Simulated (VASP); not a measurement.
Set up this calculation in VASP 6.6.1, as the native input.

```
Task                   : relaxation of cell and atoms
Functional             : LDA
Potentials or basis    : VASP PAW LDA potentials, release 64 (Sb, Pb_d)
Cutoff                 : 500 eV
k mesh                 : 9 × 9 × 6
Occupations            : gaussian, width 0.15 eV
Spin                   : no spin polarisation
Target pressure        : 40 GPa
Dipole correction      : no
Further INCAR settings : ALGO = Normal; EDIFF = 1e-07; IBRION = 2; EDIFFG = -0.05; NSW = 80; ISIF = 3
```

The structure of SbPb lies in POSCAR:

```
SbPb
1.0
    2.0758210000     -2.6803290000      0.0000000000
    2.0758210000      2.6803290000      0.0000000000
    0.0000000000      0.0000000000      5.4534750000
Sb Pb
1 1
Direct
    0.5000000000      0.5000000000      0.5000000000
    0.0000000000      0.0000000000      0.0000000000
```

These files were run (other wordings do the same):

INCAR

```
PREC = Accurate
ENCUT = 500
EDIFF = 1E-7
ISMEAR = 0
SIGMA = 0.15
LREAL = False
LASPH = True
NELM = 120
ALGO = Normal
ISIF = 3
LWAVE = False
LCHARG = False
IBRION = 2
NSW = 80
EDIFFG = -0.05
PSTRESS = 400.0
GGA_COMPAT = False
NELMIN = 4
```

KPOINTS

```
Automatic mesh
0
Gamma
  9 9 6
```

Potentials or basis: VASP PAW LDA potentials, release 64 (Sb, Pb_d).

Run with:

```bash
$ cat potpaw_LDA.64/Sb/POTCAR potpaw_LDA.64/Pb_d/POTCAR > POTCAR
$ mpirun -np 1 vasp_std > vasp.out
```

Results of the run:

```yaml
Relaxed_volume: 19.97 Å³/atom
Relaxed_cell: a = 2.939 Å, b = 2.939 Å, c = 4.821 Å, α = 90.00°, β = 90.00°, γ = 106.42°
Space_group_after_relaxing_to_0.1_Å: Cmmm (No. 65)
Energy_change_on_relaxing_the_run_minimises_the_enthalpy: +648.6 meV/atom
Ionic_steps: 14
Pressure_after_relaxing: 40.1 GPa
Band_gap_on_the_k_mesh: zero (an odd number of electrons rules out a gap without spin polarisation)
```

Caveat: the cell is relaxed towards a set pressure, so the run minimises the enthalpy, not the energy; the volume moved by over 15 % at a fixed basis, so the end points are rough; spin-orbit coupling is left out, which moves the levels of the heavy elements; an odd number of electrons without spin polarisation forces a metal; a magnetic or distorted state may lie lower.

Run time: 6.9 min on 1 thread of Intel(R) Xeon(R) Platinum 8488C (Sapphire Rapids) (shared host), peak memory 0.25 GiB.
